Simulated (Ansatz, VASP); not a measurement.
**FeO in VASP and in Ansatz**

File INCAR:

```
SYSTEM = FeO
PREC = Accurate
ENCUT = 600
EDIFF = 1E-6
ISMEAR = 0
SIGMA = 0.1
LREAL = .FALSE.
LASPH = .TRUE.
NELM = 150
ALGO = Normal
ISIF = 3
LWAVE = .FALSE.
LCHARG = .FALSE.
ISPIN = 2
MAGMOM = 3.78 0.44
LORBIT = 11
LMAXMIX = 4
GGA = PE
IBRION = 2
NSW = 90
EDIFFG = -0.04
```

KPOINTS

```
regular mesh
0
G
  6 6 6
  0 0 0
```

The input POSCAR:

```
FeO
1.0
    2.5509898957      0.0000000000      0.0000000000
    0.0000000000      2.5509898957      0.0000000000
    0.0000000000      0.0000000000      3.3436188991
Fe O
1 1
Direct
    0.5000000000      0.5000000000      0.5000000000
    0.0000000000      0.0000000000      0.0000000000
```

Input for Ansatz:

```yaml
crystal:
  lattice:
    - [2.5509898957, 0.0, 0.0]
    - [0.0, 2.5509898957, 0.0]
    - [0.0, 0.0, 3.3436188991]
  atoms:
    - { symbol: Fe, position: [0.5, 0.5, 0.5], spin: 3.78 }
    - { symbol: O, position: [0.0, 0.0, 0.0], spin: 0.44 }
basis:
  ecutwfc: 420
kpoints:
  mp_grid: { grid: [6, 6, 6] }
hamiltonian:
  xc: pbe
scf:
  occupations: { method: gaussian, width: 0.1 }
  lower_state_search: "off"
output:
  forces: true
  stress: true
  eigenvalues: true
  populations: true
magnetization:
  spin_polarized: true
relax:
  adjacent_minimum: "off"
  f_tol: 0.04
  max_steps: 70
  cell: { stress_tol: 0.4 }
```

Alike in both runs: task relaxation of cell and atoms; functional PBE; k mesh 6 × 6 × 6; occupations gaussian, width 0.1 eV; collinear spin.

```csv
,VASP,Ansatz
version,VASP 6.6.1,Ansatz 0.2.0
potentials or method,"VASP PAW PBE potentials, release 64 (Fe, O), cutoff 600 eV","scalar-relativistic, plane waves, PAW"
valence electrons in the cell,14,22
```

Ansatz gave:

| Item | Value |
| --- | --- |
| gap on the k mesh at the Fermi level, each at its own relaxed structure (eV) | none |
| net moment per atom (μB) | 2.00 |
| size of the moment on the site where the two differ most (μB) | 3.46 |
| relaxed volume (Å³/atom) | 9.29 |
| relaxed cell length with the largest relative difference (Å) | 2.651 |

What did VASP give for the same quantities?

gap on the k mesh at the Fermi level, each at its own relaxed structure (eV): none; net moment per atom (μB): 2.00; size of the moment on the site where the two differ most (μB): 3.54; relaxed volume (Å³/atom): 9.29; relaxed cell length with the largest relative difference (Å): 2.652.

Site moments also hang on the region over which each program counts them. A gap of «none» marks a metal or a gap that the smearing closes. VASP's potentials hold 14 valence electrons a cell and Ansatz's 22, so a difference there can come from the potentials and not from the codes.

The k mesh is coarse, so the values compare programs but aren't converged.
